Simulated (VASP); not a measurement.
# CrSbC3 (P4mm) in VASP: relaxation of cell and atoms with PBE

Aim: the relaxation of cell and atoms of CrSbC3 with PBE.

Program: VASP 6.6.1. These are calculated values, not measurements. Logs are shortened: lines on timing, memory, paths and dates and some standing lists are left out, and cuts for length are marked.

### Step 1. The cell of the first run

The structure is tetragonal, space group P4mm (No. 99). The conventional cell has a = 3.754 Å, b = 3.754 Å, c = 3.801 Å, α = 90.00°, β = 90.00°, γ = 90.00°. Cr (site symmetry 4mm) has 6 C at 1.75 to 2.05 Å within 2.3 Å. Sb (site symmetry 4mm) has 12 C at 2.63 to 2.71 Å and 8 Cr at 3.23 to 3.30 Å within 3.5 Å. C (site symmetry 4mm) has 2 Cr at 1.75 to 2.05 Å within 2.3 Å. C (site symmetry 2mm) has 2 Cr at 1.88 Å within 2.5 Å.

### Step 2. Relaxation of cell and atoms, PBE

INCAR

```
PREC = Accurate
ENCUT = 700
EDIFF = 1E-7
ISMEAR = 0
SIGMA = 0.1
LREAL = False
LASPH = True
NELM = 120
ALGO = Normal
ISIF = 3
LWAVE = False
LCHARG = False
GGA = PE
IBRION = 2
NSW = 90
EDIFFG = -0.04
GGA_COMPAT = False
NELMIN = 4
```

KPOINTS

```
Automatic mesh
0
Gamma
  4 4 4
```

POSCAR

```
CrSbC3
1.0
    3.7535285551      0.0000000000      0.0000000000
    0.0000000000      3.7535285551      0.0000000000
    0.0000000000      0.0000000000      3.8005652538
Cr Sb C
1 1 3
Direct
    0.5000000000      0.5000000000      0.5150000000
    0.0000000000      0.0000000000      0.0000000000
    0.5000000000      0.5000000000      0.9750000000
    0.0000000000      0.5000000000      0.4850000000
    0.5000000000      0.0000000000      0.4850000000
```

Potentials or basis: VASP PAW PBE potentials, release 64 (Cr_sv, Sb_d_GW, C).

Started as:

```console
$ cat potpaw_PBE.64/Cr_sv/POTCAR potpaw_PBE.64/Sb_d_GW/POTCAR potpaw_PBE.64/C/POTCAR > POTCAR
$ mpirun -np 1 vasp_std > vasp.out
```

OUTCAR:

```text
PREC = Accurate
   ENCUT = 700
   EDIFF = 1E-7
   ISMEAR = 0
   LREAL = False
   LASPH = True
   NELM = 120
   ISIF = 3
   GGA = PE
   IBRION = 2
   NSW = 90
   EDIFFG = -0.04
   NELMIN = 4

 ion  position               nearest neighbor table
   1  0.500  0.500  0.515-   3 1.75   4 1.88   5 1.88   5 1.88   4 1.88   3 2.05
   2  0.000  0.000  0.000-   4 2.63   5 2.63   4 2.63   5 2.63   3 2.66   3 2.66   3 2.66   3 2.66
                             4 2.71   5 2.71   5 2.71   4 2.71
   3  0.500  0.500  0.975-   1 1.75   1 2.05   2 2.66   2 2.66   2 2.66   2 2.66
   4  0.000  0.500  0.485-   1 1.88   1 1.88   2 2.63   2 2.63   2 2.71   2 2.71
   5  0.500  0.000  0.485-   1 1.88   1 1.88   2 2.63   2 2.63   2 2.71   2 2.71

  LATTYP: Found a simple tetragonal cell.
 ALAT       =     3.7535285551
 C/A-ratio  =     1.0125313283

  Lattice vectors:

 A1 = (   3.7535285551,   0.0000000000,   0.0000000000)
 A2 = (   0.0000000000,   3.7535285551,   0.0000000000)
 A3 = (   0.0000000000,   0.0000000000,   3.8005652538)

Analysis of symmetry for initial positions (statically):
=====================================================================
 Subroutine PRICEL returns:
 Original cell was already a primitive cell.

 Routine SETGRP: Setting up the symmetry group for a
 simple tetragonal supercell.

 Subroutine GETGRP returns: Found  8 space group operations
 (whereof  8 operations were pure point group operations)
 out of a pool of 16 trial point group operations.

The static configuration has the point symmetry C_4v.

Analysis of symmetry for dynamics (positions and initial velocities):
=====================================================================
 Subroutine PRICEL returns:
 Original cell was already a primitive cell.

 Routine SETGRP: Setting up the symmetry group for a
 simple tetragonal supercell.

 Subroutine GETGRP returns: Found  8 space group operations
 (whereof  8 operations were pure point group operations)
 out of a pool of 16 trial point group operations.

The dynamic configuration has the point symmetry C_4v.

 Subroutine INISYM returns: Found  8 space group operations
 (whereof  8 operations are pure point group operations),
 and found     1 'primitive' translations

----------------------------------------------------------------------------------------

                                     Primitive cell

  volume of cell :      53.5461

  direct lattice vectors                    reciprocal lattice vectors
     3.753528555  0.000000000  0.000000000     0.266415983  0.000000000  0.000000000
     0.000000000  3.753528555  0.000000000     0.000000000  0.266415983  0.000000000
     0.000000000  0.000000000  3.800565254     0.000000000  0.000000000  0.263118756

  length of vectors
     3.753528555  3.753528555  3.800565254     0.266415983  0.266415983  0.263118756

  position of ions in fractional coordinates (direct lattice)
     0.500000000  0.500000000  0.515000000
     0.000000000  0.000000000  0.000000000
     0.500000000  0.500000000  0.975000000
     0.000000000  0.500000000  0.485000000
     0.500000000  0.000000000  0.485000000

  ion indices of the primitive-cell ions
   primitive index   ion index
                 1           1
                 2           2
                 3           3
                 4           4
                 5           5

----------------------------------------------------------------------------------------

 KPOINTS: Automatic mesh

Automatic generation of k-mesh.
 Grid dimensions read from file:
 generate k-points for:    4    4    4

 Generating k-lattice:

  Cartesian coordinates                     Fractional coordinates (reciprocal lattice)
     0.066603996  0.000000000  0.000000000     0.250000000  0.000000000  0.000000000
     0.000000000  0.066603996  0.000000000     0.000000000  0.250000000  0.000000000
     0.000000000  0.000000000  0.065779689     0.000000000  0.000000000  0.250000000

  Length of vectors
     0.066603996  0.066603996  0.065779689

  Shift w.r.t. Gamma in fractional coordinates (k-lattice)
     0.000000000  0.000000000  0.000000000

 Subroutine IBZKPT returns following result:
 ===========================================

 Found     18 irreducible k-points:

 Following reciprocal coordinates:
            Coordinates               Weight
  0.000000  0.000000  0.000000      1.000000
  0.250000  0.000000  0.000000      4.000000
  0.500000  0.000000  0.000000      2.000000
  0.250000  0.250000  0.000000      4.000000
  0.500000  0.250000  0.000000      4.000000
  0.500000  0.500000  0.000000      1.000000
[... 10 lines left out ...]
  0.500000  0.250000  0.500000      4.000000
  0.500000  0.500000  0.500000      1.000000
   k-points           NKPTS =     18   k-points in BZ     NKDIM =     18   number of bands    NBANDS=     24
   number of dos      NEDOS =    301   number of ions     NIONS =      5
   total plane-waves  NPLWV =  36864
   dimension x,y,z NGX =    32 NGY =   32 NGZ =   36
   dimension x,y,z NGXF=    64 NGYF=   64 NGZF=   72
   ions per type =               1   1   3
   NGX,Y,Z   is equivalent  to a cutoff of  14.17, 14.17, 15.75 a.u.
   NGXF,Y,Z  is equivalent  to a cutoff of  28.35, 28.35, 31.49 a.u.
 SYSTEM =  unknown system
   PREC   = accura    normal or accurate (medium, high low for compatibility)
   ISTART =      0    job   : 0-new  1-cont  2-samecut
   ICHARG =      2    charge: 1-file 2-atom 10-const
   ISPIN  =      1    spin polarized calculation?
   LNONCOLLINEAR =      F non collinear calculations
   LSORBIT =      F    spin-orbit coupling
   LASPH  =      T    aspherical Exc in radial PAW
   ENCUT  =  700.0 eV  51.45 Ry    7.17 a.u.   8.10  8.10  8.20*2*pi/ulx,y,z
   NELM   =    120;   NELMIN=  4; NELMDL= -5     # of ELM steps
   EDIFF  = 0.1E-06   stopping-criterion for ELM
   LREAL  =      F    real-space projection
   EDIFFG = -.4E-01   stopping-criterion for IOM
   NSW    =     90    number of steps for IOM
   IBRION =      2    ionic relax: 0-MD 1-quasi-New 2-CG
   NFREE  =      1    steps in history (QN), initial steepest desc. (CG)
   ISIF   =      3    stress and relaxation
   ISYM   =      2    0-nonsym 1-usesym 2-fastsym
   POTIM  = 0.5000    time-step for ionic-motion
   TEBEG  =    0.0;   TEEND  =   0.0 temperature during run
   PSTRESS=    0.0 pullay stress
   NELECT =      41.0000    total number of electrons
   NUPDOWN=      -1.0000    fix difference up-down
   EMIN   =  10.00;   EMAX   =-10.00  energy-range for DOS
   EFERMI =   0.00;   METHOD = LEGACY
   ISMEAR =     0;   SIGMA  =   0.10  broadening in eV -4-tet -1-fermi 0-gaus
   EFERMI_NEDOS =   21; number of points for ismear=-14 and -15
   IALGO  =     38    algorithm
   IMIX   =      4    mixing-type and parameters
     AMIX     =   0.40;   BMIX     =  1.00
     AMIX_MAG =   1.60;   BMIX_MAG =  1.00
  volume/ion in A,a.u.               =      10.71        72.27
  Fermi-wavevector in a.u.,A,eV,Ry     =   1.497707  2.830256 30.519592  2.243127
  Thomas-Fermi vector in A             =   2.609560
   LORBIT       =      0    0 simple, 1 ext, 2 COOP (PROOUT), +10 PAW based schemes
   GGA     = PE    functional components
   LHFCALC =     F    Hartree Fock is set to
   AEXX    =    0.0000 exact exchange contribution
   IVDW    =     0    specifies the selected vdW correction
   LEPSILON=     F    determine dielectric tensor
   LRPA    =     F    only Hartree local field effects (RPA)
 conjugate gradient relaxation of ions
 non-spin polarized calculation
 Gauss-broadening in eV      SIGMA  =   0.10
  energy-cutoff  :      700.00
  volume of cell :       53.55
 maximum number of plane-waves:      2284
   NGX = 17   NGY = 17   NGZ = 17

--------------------------------------- Ionic step        1  -------------------------------------------

 number of electron      41.0000005 magnetization

 Free energy of the ion-electron system (eV)
  ---------------------------------------------------
  ext. energy  EPLUGINS =         0.00000000
  ---------------------------------------------------
  free energy    TOTEN  =       -32.02170212 eV

  energy without entropy =      -32.00453453  energy(sigma->0) =      -32.01311833

------------------------ aborting loop because EDIFF is reached ----------------------------------------

  FORCE on cell =-STRESS in cart. coord.  units (eV):
  Direction    XX          YY          ZZ          XY          YZ          ZX
  --------------------------------------------------------------------------------------
  -------------------------------------------------------------------------------------
  Total        8.0991520      8.0991520      9.1050854      0.0000000     -0.0000000      0.0000000
  in kB      242.3385422    242.3385422    272.4375492      0.0000000     -0.0000000      0.0000000
  external PRESSURE =     252.3715445 kB  Pullay stress =       0.0000000 kB
[... 297 lines left out ...]
  energy  without entropy=      -32.5219558508  energy(sigma->0) =      -32.53127971

--------------------------------------- Ionic step        9  -------------------------------------------

 number of electron      40.9999986 magnetization

 Free energy of the ion-electron system (eV)
  ---------------------------------------------------
  ext. energy  EPLUGINS =         0.00000000
  ---------------------------------------------------
  free energy    TOTEN  =       -32.54125594 eV

  energy without entropy =      -32.52175517  energy(sigma->0) =      -32.53150556

 E-fermi :   8.1585     XC(G=0): -11.9442

 val. band max:        8.1404641448   @ k =   0.2500   0.2500   0.2500
 cond. band min:       8.1939505692   @ k =   0.2500   0.2500   0.2500
 fundamental gap:      0.0534864244
 Fermi energy:         8.1584605855

 k-point     1 :       0.0000    0.0000    0.0000
  band No.  band energies     occupation
      1     -63.9340      2.00000
      2     -35.3045      2.00000
      3     -35.2912      2.00000
      4     -35.2912      2.00000
      5     -21.9010      2.00000
      6     -21.8918      2.00000
[... 507 lines left out ...]
  FREE ENERGIE OF THE ION-ELECTRON SYSTEM (eV)
  ---------------------------------------------------
  free  energy   TOTEN  =       -32.5412559437 eV

  energy  without entropy=      -32.5217551685  energy(sigma->0) =      -32.53150556

 reached required accuracy - stopping structural energy minimisation
```

Run time: 5.1 min. Hardware: 1 thread of Intel Xeon Platinum 8488C (Sapphire Rapids), shared host; peak memory 0.23 GiB.

What came out:

| Property | Result |
| --- | --- |
| Free energy | -32.5413 eV |
| Relaxed volume | 11.95 Å³/atom |
| Relaxed cell | a = 3.888 Å, b = 3.888 Å, c = 3.953 Å, α = 90.00°, β = 90.00°, γ = 90.00° |
| Space group after relaxing (to 0.1 Å) | P4mm (No. 99) |
| Energy gained by relaxing | 103.9 meV/atom |
| Ionic steps | 9 |
| Pressure after relaxing | -0.1 GPa |
| Largest force after relaxing | 0.023 eV/Å |
| Band gap on the k mesh | zero (an odd number of electrons rules out a gap without spin polarisation) |

Forces in eV/Å, atoms in the order of the input:
```
Cr   0.000  0.000  0.023
Sb   0.000  0.000  0.005
C    0.000  0.000 -0.003
C    0.000  0.000 -0.013
C    0.000  0.000 -0.013
```

Stress tensor (GPa, compression positive):
```
-0.36  0.00  0.00
 0.00 -0.36  0.00
 0.00  0.00  0.32
```

Step by step:
| step | energy change (eV) | largest force (eV/Å) | pressure (GPa) | volume (Å³) |
| --- | --- | --- | --- | --- |
| 1 | 0.0000 | 2.1507 | 25.24 | 53.55 |
| 2 | -0.0175 | 0.6296 | -16.53 | 67.71 |
| 3 | -0.5092 | 0.1496 | -0.55 | 59.94 |
| 4 | -0.5095 | 0.1396 | -0.11 | 59.80 |
| 5 | -0.5094 | 0.1306 | 0.27 | 59.67 |
| 6 | -0.5112 | 0.1416 | 0.23 | 59.68 |
| 7 | -0.5162 | 0.1340 | 0.10 | 59.72 |
| 8 | -0.5189 | 0.1048 | -0.30 | 59.78 |
| 9 | -0.5196 | 0.0230 | -0.13 | 59.76 |

Final structure:
```xyz
5
Lattice="3.8880 0.0000 0.0000 0.0000 3.8880 0.0000 0.0000 0.0000 3.9532" Properties=species:S:1:pos:R:3 pbc="T T T"
Cr    1.9440    1.9440    2.0552
Sb    0.0000    0.0000    0.0109
C     1.9440    1.9440    3.9177
C     0.0000    1.9440    1.8705
C     1.9440    0.0000    1.8705
```

Levels at points of the mesh, in eV from the Fermi level:
```tsv
k point	band 17	band 18	band 19	band 20	band 21	band 22	band 23	band 24
(0.00, 0.00, 0.00)	-1.31	-1.31	-0.78	-0.32	0.12	0.12	0.54	1.28
(0.50, 0.00, 0.00)	-2.94	-2.88	-1.47	-1.14	0.62	0.92	1.09	1.21
(0.50, 0.50, 0.00)	-3.28	-2.71	-2.71	-2.67	-1.20	0.21	2.27	2.27
(0.00, 0.00, 0.50)	-2.75	-2.75	-1.45	-0.74	0.71	0.71	0.95	1.37
(0.50, 0.00, 0.50)	-3.17	-2.81	-2.55	-2.27	-1.10	0.37	2.02	2.26
(0.50, 0.50, 0.50)	-5.61	-4.04	-3.99	0.69	0.69	0.77	2.07	2.07
```

Caveat: the k points lie up to 0.40 Å⁻¹ apart in the final cell, too coarse for converged energies and pressures of a metal; spin-orbit coupling is left out, which moves the levels of the heavy elements; an odd number of electrons without spin polarisation forces a metal; a magnetic or distorted state may lie lower; the run has no spin polarisation, though such a crystal can be magnetic.

The gap in the log of VASP goes by the Fermi energy; the results here count the filled bands.